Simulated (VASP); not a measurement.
The system is Y.

```
Y
1.0
     3.65150    0.00000    0.00000
    -1.82575    3.16229    0.00000
     0.00000    0.00000    5.74740
Y
2
Direct
  0.33333 0.66667 0.25000
  0.66667 0.33333 0.75000
```

| Item | Value |
| --- | --- |
| Program | VASP 6.6.1 |
| Task | relaxation of cell and atoms |
| Functional | PBEsol |
| Potentials or basis | VASP PAW PBE potentials, release 64 (Y_sv) |
| Cutoff | 600 eV |
| k mesh | 12 × 12 × 8 |
| Occupations | gaussian, width 0.1 eV |
| Spin | no spin polarisation |

At the start: pressure -2.4 GPa; volume 33.18 Å³/atom.

Problem. How do energy, volume and symmetry change on relaxing?

Solution. Over 8 steps the energy falls by 16.0 meV/atom and the volume is 31.21 Å³/atom (-6.0 %); space group P6_3/mmc (No. 194, to 0.1 Å) before and after.

The path:
| step | energy change (eV) | largest force (eV/Å) | pressure (GPa) | volume (Å³) |
| --- | --- | --- | --- | --- |
| 1 | 0.0000 | 0.0000 | -2.38 | 66.37 |
| 2 | -0.0308 | 0.0000 | 0.46 | 61.74 |
| 3 | -0.0317 | 0.0000 | 0.05 | 62.36 |
| 4 | -0.0317 | 0.0000 | -0.01 | 62.44 |
| 5 | -0.0320 | 0.0000 | -0.03 | 62.46 |
| 6 | -0.0321 | 0.0000 | -0.04 | 62.49 |
| 7 | -0.0321 | 0.0000 | -0.03 | 62.49 |
| 8 | -0.0321 | 0.0000 | 0.01 | 62.42 |

Final structure:
```yaml
crystal:
  lattice:
    - [3.59501, 0.00000, 0.00000]
    - [-1.79750, 3.11337, 0.00000]
    - [0.00000, 0.00000, 5.57662]
  atoms:
    - { symbol: Y, position: [0.33333, 0.66667, 0.25000] }
    - { symbol: Y, position: [0.66667, 0.33333, 0.75000] }
```

Caveat: the PAW data sets were made with another functional, which shifts forces and pressure a little.
